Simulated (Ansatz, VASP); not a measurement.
CuI in VASP and in Ansatz

POSCAR

```
CuI
1.0
    0.0000000000      3.0415552410      3.0415552410
    3.0415552410      0.0000000000      3.0415552410
    3.0415552410      3.0415552410      0.0000000000
Cu I
1 1
Direct
    0.2500000000      0.2500000000      0.2500000000
    0.0000000000      0.0000000000      0.0000000000
```

The input INCAR.step1:

```
PREC = Accurate ; ENCUT = 520
ISMEAR = 0 ; SIGMA = 0.02
LREAL = F ; LASPH = T
NELM = 60 ; NBANDS = 16
GGA = PE ; ALGO = Normal
EDIFF = 1E-4 ; LWAVE = T
LCHARG = F
```

File INCAR.step2:

```
PREC = Accurate ; ENCUT = 520
EDIFF = 1E-7 ; ISMEAR = 0
SIGMA = 0.02 ; LREAL = F
LASPH = T ; NELM = 60
ALGO = Normal ; ISIF = 2
LWAVE = F ; LCHARG = T
METAGGA = R2SCAN ; LMIXTAU = T
LELF = T ; LVHAR = T
NBANDS = 16 ; ISTART = 1
```

File KPOINTS:

```
regular mesh
0
Gamma
  8 8 8
```

Input for Ansatz:

```yaml
crystal:
  lattice:
    - [0.0, 3.0415552392, 3.0415552392]
    - [3.0415552392, 0.0, 3.0415552392]
    - [3.0415552392, 3.0415552392, 0.0]
  atoms:
    - { symbol: Cu, position: [0.25, 0.25, 0.25] }
    - { symbol: I, position: [0.0, 0.0, 0.0] }
basis:
  ecutwfc: 500
kpoints:
  mp_grid: { grid: [8, 8, 8] }
hamiltonian:
  xc: r2scan
scf:
  occupations: { method: gaussian, width: 0.02 }
output:
  forces: true
  stress: true
  eigenvalues: true
  write_density: true
  write_potential: true
  elf: true
  volumetric_format: npy
```

Alike in both runs: task single point; functional r2SCAN; k mesh 8 × 8 × 8; occupations gaussian, width 0.02 eV; no spin polarisation.

```csv
,VASP,Ansatz
version,VASP 6.6.1,Ansatz 0.2.0
potentials or method,"VASP PAW PBE potentials, release 64 (Cu, I), cutoff 520 eV","scalar-relativistic, plane waves, PAW"
valence electrons in the cell,18,36
```

Ansatz gave:

```
gap on the k mesh at the Fermi level (eV) : 1.58
least direct gap on the mesh (eV)         : 1.58
pressure (GPa)                            : -1.2
```

Q: What did VASP give for the same quantities?

A: gap on the k mesh at the Fermi level (eV): 1.59; least direct gap on the mesh (eV): 1.59; pressure (GPa): -1.2.

VASP's potentials were made for PBE, not for r2SCAN. The functional is the same, so the differences come from potentials, cutoffs and numerics. VASP's potentials hold 18 valence electrons a cell and Ansatz's 36, so a difference there can come from the potentials and not from the codes.

Spin-orbit coupling is off throughout.
